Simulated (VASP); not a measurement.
# Ta3Cu (Fm-3m) in VASP: notebook

The runs below take Ta3Cu through single point, relaxation of cell and atoms, with PBE.

Everything below comes from runs of VASP 6.6.1. Logs are shortened: lines on timing, memory, paths and dates and some standing lists are left out, and cuts for length are marked.

### Step 1. The cell of the first run

Symmetry: Fm-3m, No. 225, cubic system. The conventional cell has a = 6.274 Å, b = 6.274 Å, c = 6.274 Å, α = 90.00°, β = 90.00°, γ = 90.00°. Ta (site symmetry -43m) has 10 Ta at 2.72 to 3.14 Å and 4 Cu at 2.72 Å within 3.6 Å. Within 3.6 Å of Ta (site symmetry m-3m) lie 8 Ta at 2.72 Å and 6 Cu at 3.14 Å. Within 3.6 Å of Cu (site symmetry m-3m) lie 14 Ta at 2.72 to 3.14 Å.

The cell was built from a structure type or drawn by symmetry, and may not be a known phase.

### Step 2. Single point, PBE

INCAR reads:

```
SYSTEM = Ta3Cu
ALGO = Normal
EDIFF = 1E-7
ENCUT = 520
GGA = PE
ISIF = 2
ISMEAR = 0
LASPH = .TRUE.
LCHARG = .FALSE.
LREAL = .FALSE.
LWAVE = .FALSE.
NBANDS = 30
NELM = 100
PREC = Accurate
SIGMA = 0.1
```

KPOINTS reads:

```
k-points
0
G
  6 6 6
  0 0 0
```

POSCAR reads:

```
Ta3Cu
1.0
    0.0000000000      3.1370607000      3.1370607000
    3.1370607000      0.0000000000      3.1370607000
    3.1370607000      3.1370607000      0.0000000000
Ta Cu
3 1
Direct
    0.7500000000      0.7500000000      0.7500000000
    0.2500000000      0.2500000000      0.2500000000
    0.0000000000      0.0000000000      0.0000000000
    0.5000000000      0.5000000000      0.5000000000
```

Potentials or basis: VASP PAW PBE potentials, release 64 (Ta_pv, Cu).

The run is started by

```console
$ cat potpaw_PBE.64/Ta_pv/POTCAR potpaw_PBE.64/Cu/POTCAR > POTCAR
$ mpirun -np 1 vasp_std > vasp.out
```

OUTCAR:

```text
SYSTEM = Ta3Cu
   EDIFF = 1E-7
   ENCUT = 520
   GGA = PE
   ISIF = 2
   ISMEAR = 0
   LASPH = .TRUE.
   LREAL = .FALSE.
   NELM = 100
   PREC = Accurate

 ion  position               nearest neighbor table
   1  0.750  0.750  0.750-   3 2.72   4 2.72   4 2.72   4 2.72   4 2.72   3 2.72   3 2.72   3 2.72
                             2 3.14   2 3.14   2 3.14   2 3.14   2 3.14   2 3.14
   2  0.250  0.250  0.250-   3 2.72   4 2.72   3 2.72   3 2.72   3 2.72   4 2.72   4 2.72   4 2.72
                             1 3.14   1 3.14   1 3.14   1 3.14   1 3.14   1 3.14
   3  0.000  0.000  0.000-   1 2.72   2 2.72   1 2.72   1 2.72   1 2.72   2 2.72   2 2.72   2 2.72
                             4 3.14   4 3.14   4 3.14   4 3.14   4 3.14   4 3.14
   4  0.500  0.500  0.500-   1 2.72   2 2.72   2 2.72   2 2.72   2 2.72   1 2.72   1 2.72   1 2.72
                             3 3.14   3 3.14   3 3.14   3 3.14   3 3.14   3 3.14

  LATTYP: Found a face centered cubic cell.
 ALAT       =     6.2741214000

  Lattice vectors:

 A1 = (   0.0000000000,   3.1370607000,   3.1370607000)
 A2 = (   3.1370607000,   0.0000000000,   3.1370607000)
 A3 = (   3.1370607000,   3.1370607000,   0.0000000000)

Analysis of symmetry for initial positions (statically):
=====================================================================
 Subroutine PRICEL returns:
 Original cell was already a primitive cell.

 Routine SETGRP: Setting up the symmetry group for a
 face centered cubic supercell.

 Subroutine GETGRP returns: Found 48 space group operations
 (whereof 48 operations were pure point group operations)
 out of a pool of 48 trial point group operations.

The static configuration has the point symmetry O_h .

Analysis of symmetry for dynamics (positions and initial velocities):
=====================================================================
 Subroutine PRICEL returns:
 Original cell was already a primitive cell.

 Routine SETGRP: Setting up the symmetry group for a
 face centered cubic supercell.

 Subroutine GETGRP returns: Found 48 space group operations
 (whereof 48 operations were pure point group operations)
 out of a pool of 48 trial point group operations.

The dynamic configuration has the point symmetry O_h .

 Subroutine INISYM returns: Found 48 space group operations
 (whereof 48 operations are pure point group operations),
 and found     1 'primitive' translations

[... 89 lines left out ...]
   EDIFF  = 0.1E-06   stopping-criterion for ELM
   LREAL  =      F    real-space projection
   EDIFFG = 0.1E-05   stopping-criterion for IOM
   NSW    =      0    number of steps for IOM
   IBRION =     -1    ionic relax: 0-MD 1-quasi-New 2-CG
   NFREE  =      0    steps in history (QN), initial steepest desc. (CG)
   ISIF   =      2    stress and relaxation
   ISYM   =      2    0-nonsym 1-usesym 2-fastsym
   POTIM  = 0.5000    time-step for ionic-motion
   TEBEG  =    0.0;   TEEND  =   0.0 temperature during run
   PSTRESS=    0.0 pullay stress
   NELECT =      44.0000    total number of electrons
   NUPDOWN=      -1.0000    fix difference up-down
   EMIN   =  10.00;   EMAX   =-10.00  energy-range for DOS
   EFERMI =   0.00;   METHOD = LEGACY
   ISMEAR =     0;   SIGMA  =   0.10  broadening in eV -4-tet -1-fermi 0-gaus
   EFERMI_NEDOS =   21; number of points for ismear=-14 and -15
   IALGO  =     38    algorithm
   IMIX   =      4    mixing-type and parameters
     AMIX     =   0.40;   BMIX     =  1.00
     AMIX_MAG =   1.60;   BMIX_MAG =  1.00
  volume/ion in A,a.u.               =      15.44       104.17
  Fermi-wavevector in a.u.,A,eV,Ry     =   1.462265  2.763280 29.092242  2.138219
  Thomas-Fermi vector in A             =   2.578499
   LORBIT       =      0    0 simple, 1 ext, 2 COOP (PROOUT), +10 PAW based schemes
   GGA     = PE    functional components
   LHFCALC =     F    Hartree Fock is set to
   AEXX    =    0.0000 exact exchange contribution
   IVDW    =     0    specifies the selected vdW correction
   LEPSILON=     F    determine dielectric tensor
   LRPA    =     F    only Hartree local field effects (RPA)
 non-spin polarized calculation
 Gauss-broadening in eV      SIGMA  =   0.10
  energy-cutoff  :      520.00
  volume of cell :       61.74
 maximum number of plane-waves:      1687
 NGX is ok and might be reduce to    36
   NGX = 17   NGY = 17   NGZ = 17

 number of electron      43.9999991 magnetization

 Free energy of the ion-electron system (eV)
  ---------------------------------------------------
  ext. energy  EPLUGINS =         0.00000000
  ---------------------------------------------------
  free energy    TOTEN  =       -38.07804023 eV

  energy without entropy =      -38.05421862  energy(sigma->0) =      -38.06612942

 E-fermi :   6.8457     XC(G=0): -12.9714

 val. band max:        6.7908680742   @ k =  -0.3333   0.3333   0.0000
 cond. band min:       6.8778260285   @ k =  -0.3333   0.1667   0.0000
 fundamental gap:      0.0869579543
 Fermi energy:         6.8456939984

 k-point     1 :       0.0000    0.0000    0.0000
  band No.  band energies     occupation
      1     -27.4097      2.00000
      2     -27.4097      2.00000
      3     -27.4097      2.00000
      4     -27.3591      2.00000
      5     -27.3591      2.00000
      6     -27.3591      2.00000
[... 517 lines left out ...]
     29      10.9949      0.00000
     30      11.6817      0.00000

------------------------ aborting loop because EDIFF is reached ----------------------------------------

  FORCE on cell =-STRESS in cart. coord.  units (eV):
  Direction    XX          YY          ZZ          XY          YZ          ZX
  --------------------------------------------------------------------------------------
  -------------------------------------------------------------------------------------
  Total        7.4140406      7.4140406      7.4140406      0.0000000      0.0000000     -0.0000000
  in kB      192.3830392    192.3830392    192.3830392      0.0000000      0.0000000     -0.0000000
  external PRESSURE =     192.3830392 kB  Pullay stress =       0.0000000 kB

 VOLUME and BASIS-vectors are now :
 -----------------------------------------------------------------------------
  energy-cutoff  :      520.00
  volume of cell :       61.74
      direct lattice vectors                 reciprocal lattice vectors
     0.000000000  3.137060700  3.137060700    -0.159384866  0.159384866  0.159384866
     3.137060700  0.000000000  3.137060700     0.159384866 -0.159384866  0.159384866
     3.137060700  3.137060700  0.000000000     0.159384866  0.159384866 -0.159384866

 POSITION                                       TOTAL-FORCE (eV/Angst)
 -----------------------------------------------------------------------------------
      4.70559      4.70559      4.70559        -0.000000     -0.000000     -0.000000
      1.56853      1.56853      1.56853         0.000000      0.000000      0.000000
      0.00000      0.00000      0.00000         0.000000     -0.000000      0.000000
      3.13706      3.13706      3.13706         0.000000     -0.000000      0.000000
 -----------------------------------------------------------------------------------
    total drift:                                0.000000      0.000000      0.000000

  FREE ENERGIE OF THE ION-ELECTRON SYSTEM (eV)
  ---------------------------------------------------
  free  energy   TOTEN  =       -38.0780402274 eV

  energy  without entropy=      -38.0542186196  energy(sigma->0) =      -38.06612942
```

stdout:

```text
POSCAR found type information on POSCAR TaCu
 POSCAR found :  2 types and       4 ions
 scaLAPACK will be used
 LDA part: xc-table for (Slater+PW92), standard interpolation
 POSCAR, INCAR and KPOINTS ok, starting setup
 FFT: planning ... GRIDC
 FFT: planning ... GRID_SOFT
 FFT: planning ... GRID
 WAVECAR not read
 entering main loop
```

Wall time 29 s (1 thread of Intel Xeon 6975P-C (Granite Rapids), shared host); peak memory 0.2 GiB.

What came out:

```
Free energy            : -38.0780 eV
Pressure               : 19.2 GPa
Band gap on the k mesh : zero (bands 22 and 23 overlap by 0.94 eV)
```

Levels at points of the mesh, in eV from the Fermi level:
```
           k point  band 19  band 20  band 21  band 22  band 23  band 24  band 25  band 26
(0.00, 0.00, 0.00)    -1.88    -1.88    -0.47    -0.47    -0.47     4.29     4.29     4.29
(0.50, 0.00, 0.00)    -2.02    -1.65    -1.65     0.13     0.13     1.27     1.41     1.41
(0.50, 0.50, 0.00)    -1.67    -1.09    -1.09     0.07     0.07     1.41     1.65     1.65
```

Caveat: the cell stands under pressure; spin-orbit coupling is left out, which moves the levels of the heavy elements.

### Step 3. Single point, PBE

This run uses another cell than the first one, of 16.84 Å³/atom.

INCAR reads:

```
SYSTEM = Ta3Cu
PREC = Accurate ; ENCUT = 520
EDIFF = 1E-6 ; ISMEAR = 0
SIGMA = 0.1 ; LREAL = .False.
LASPH = .True. ; NELM = 100
ALGO = Normal ; ISIF = 2
LWAVE = .False. ; LCHARG = .False.
GGA = PE ; NBANDS = 30
```

KPOINTS reads:

```
regular mesh
0
Gamma
  6 6 6
  0 0 0
```

POSCAR reads:

```
Ta3Cu
1.0
    0.0000000000      3.2294216786      3.2294216786
    3.2294216786      0.0000000000      3.2294216786
    3.2294216786      3.2294216786      0.0000000000
Ta Cu
3 1
Direct
    0.7500000000      0.7500000000      0.7500000000
    0.2500000000      0.2500000000      0.2500000000
    0.0000000000      0.0000000000      0.0000000000
    0.5000000000      0.5000000000      0.5000000000
```

Potentials or basis: VASP PAW PBE potentials, release 64 (Ta_pv, Cu).

The run is started by

```console
$ cat potpaw_PBE.64/Ta_pv/POTCAR potpaw_PBE.64/Cu/POTCAR > POTCAR
$ mpirun -np 1 vasp_std > vasp.out
```

OUTCAR:

```text
SYSTEM = Ta3Cu
   PREC = Accurate
   ENCUT = 520
   EDIFF = 1E-6
   ISMEAR = 0
   LREAL = .False.
   LASPH = .True.
   NELM = 100
   ISIF = 2
   GGA = PE

 ion  position               nearest neighbor table
   1  0.750  0.750  0.750-   3 2.80   4 2.80   4 2.80   4 2.80   4 2.80   3 2.80   3 2.80   3 2.80
                             2 3.23   2 3.23   2 3.23   2 3.23   2 3.23   2 3.23
   2  0.250  0.250  0.250-   3 2.80   4 2.80   3 2.80   3 2.80   3 2.80   4 2.80   4 2.80   4 2.80
                             1 3.23   1 3.23   1 3.23   1 3.23   1 3.23   1 3.23
   3  0.000  0.000  0.000-   1 2.80   2 2.80   1 2.80   1 2.80   1 2.80   2 2.80   2 2.80   2 2.80

   4  0.500  0.500  0.500-   1 2.80   2 2.80   2 2.80   2 2.80   2 2.80   1 2.80   1 2.80   1 2.80

  LATTYP: Found a face centered cubic cell.
 ALAT       =     6.4588433572

  Lattice vectors:

 A1 = (   0.0000000000,   3.2294216786,   3.2294216786)
 A2 = (   3.2294216786,   0.0000000000,   3.2294216786)
 A3 = (   3.2294216786,   3.2294216786,   0.0000000000)

Analysis of symmetry for initial positions (statically):
=====================================================================
 Subroutine PRICEL returns:
 Original cell was already a primitive cell.

 Routine SETGRP: Setting up the symmetry group for a
 face centered cubic supercell.

 Subroutine GETGRP returns: Found 48 space group operations
 (whereof 48 operations were pure point group operations)
 out of a pool of 48 trial point group operations.

The static configuration has the point symmetry O_h .

Analysis of symmetry for dynamics (positions and initial velocities):
=====================================================================
 Subroutine PRICEL returns:
 Original cell was already a primitive cell.

 Routine SETGRP: Setting up the symmetry group for a
 face centered cubic supercell.

 Subroutine GETGRP returns: Found 48 space group operations
 (whereof 48 operations were pure point group operations)
[... 116 lines left out ...]
     AMIX     =   0.40;   BMIX     =  1.00
     AMIX_MAG =   1.60;   BMIX_MAG =  1.00
  volume/ion in A,a.u.               =      16.84       113.64
  Fermi-wavevector in a.u.,A,eV,Ry     =   1.420445  2.684251 27.451970  2.017663
  Thomas-Fermi vector in A             =   2.541359
   LORBIT       =      0    0 simple, 1 ext, 2 COOP (PROOUT), +10 PAW based schemes
   GGA     = PE    functional components
   LHFCALC =     F    Hartree Fock is set to
   AEXX    =    0.0000 exact exchange contribution
   IVDW    =     0    specifies the selected vdW correction
   LEPSILON=     F    determine dielectric tensor
   LRPA    =     F    only Hartree local field effects (RPA)
 non-spin polarized calculation
 Gauss-broadening in eV      SIGMA  =   0.10
  energy-cutoff  :      520.00
  volume of cell :       67.36
 maximum number of plane-waves:      1837
 NGX is ok and might be reduce to    36
   NGX = 17   NGY = 17   NGZ = 17

 number of electron      44.0000007 magnetization

 Free energy of the ion-electron system (eV)
  ---------------------------------------------------
  ext. energy  EPLUGINS =         0.00000000
  ---------------------------------------------------
  free energy    TOTEN  =       -38.40019705 eV

  energy without entropy =      -38.36550909  energy(sigma->0) =      -38.38285307

 E-fermi :   6.0076     XC(G=0): -12.5098

 val. band max:        5.9986887243   @ k =   0.5000   0.3333   0.0000
 cond. band min:       6.0134293114   @ k =  -0.3333   0.1667   0.0000
 fundamental gap:      0.0147405871
 Fermi energy:         6.0076201311

 k-point     1 :       0.0000    0.0000    0.0000
  band No.  band energies     occupation
      1     -28.3462      2.00000
      2     -28.3462      2.00000
      3     -28.3462      2.00000
      4     -28.2804      2.00000
      5     -28.2804      2.00000
      6     -28.2804      2.00000
[... 517 lines left out ...]
     29       9.8845      0.00000
     30      10.4617      0.00000

------------------------ aborting loop because EDIFF is reached ----------------------------------------

  FORCE on cell =-STRESS in cart. coord.  units (eV):
  Direction    XX          YY          ZZ          XY          YZ          ZX
  --------------------------------------------------------------------------------------
  -------------------------------------------------------------------------------------
  Total        0.1590902      0.1590902      0.1590902     -0.0000000      0.0000000      0.0000000
  in kB        3.7839874      3.7839874      3.7839874     -0.0000000      0.0000000      0.0000000
  external PRESSURE =       3.7839874 kB  Pullay stress =       0.0000000 kB

 VOLUME and BASIS-vectors are now :
 -----------------------------------------------------------------------------
  energy-cutoff  :      520.00
  volume of cell :       67.36
      direct lattice vectors                 reciprocal lattice vectors
     0.000000000  3.229421679  3.229421679    -0.154826483  0.154826483  0.154826483
     3.229421679  0.000000000  3.229421679     0.154826483 -0.154826483  0.154826483
     3.229421679  3.229421679  0.000000000     0.154826483  0.154826483 -0.154826483

 POSITION                                       TOTAL-FORCE (eV/Angst)
 -----------------------------------------------------------------------------------
      4.84413      4.84413      4.84413         0.000000      0.000000     -0.000000
      1.61471      1.61471      1.61471        -0.000000     -0.000000     -0.000000
      0.00000      0.00000      0.00000        -0.000000      0.000000      0.000000
      3.22942      3.22942      3.22942        -0.000000      0.000000      0.000000
 -----------------------------------------------------------------------------------
    total drift:                                0.000000      0.000000      0.000000

  FREE ENERGIE OF THE ION-ELECTRON SYSTEM (eV)
  ---------------------------------------------------
  free  energy   TOTEN  =       -38.4001970517 eV

  energy  without entropy=      -38.3655090863  energy(sigma->0) =      -38.38285307
```

Wall time 27 s (1 thread of Intel Xeon 6975P-C (Granite Rapids), shared host); peak memory 0.21 GiB.

Results:

```
Free energy            : -38.4002 eV
Pressure               : 0.4 GPa
Band gap on the k mesh : zero (bands 22 and 23 overlap by 0.79 eV)
```

Levels at points of the mesh, in eV from the Fermi level:
| k point | band 18 | band 19 | band 20 | band 21 | band 22 | band 23 | band 24 | band 25 | band 26 | band 27 |
| --- | --- | --- | --- | --- | --- | --- | --- | --- | --- | --- |
| (0.00, 0.00, 0.00) | -2.24 | -1.66 | -1.66 | -0.41 | -0.41 | -0.41 | 3.90 | 3.90 | 3.90 | 4.50 |
| (0.50, 0.00, 0.00) | -2.54 | -1.80 | -1.42 | -1.42 | 0.10 | 0.10 | 1.08 | 1.33 | 1.33 | 4.04 |
| (0.50, 0.50, 0.00) | -1.76 | -1.36 | -0.91 | -0.91 | 0.14 | 0.14 | 1.36 | 1.36 | 1.46 | 3.07 |

Caveat: spin-orbit coupling is left out, which moves the levels of the heavy elements.

(Continued in part 2 of 2.)
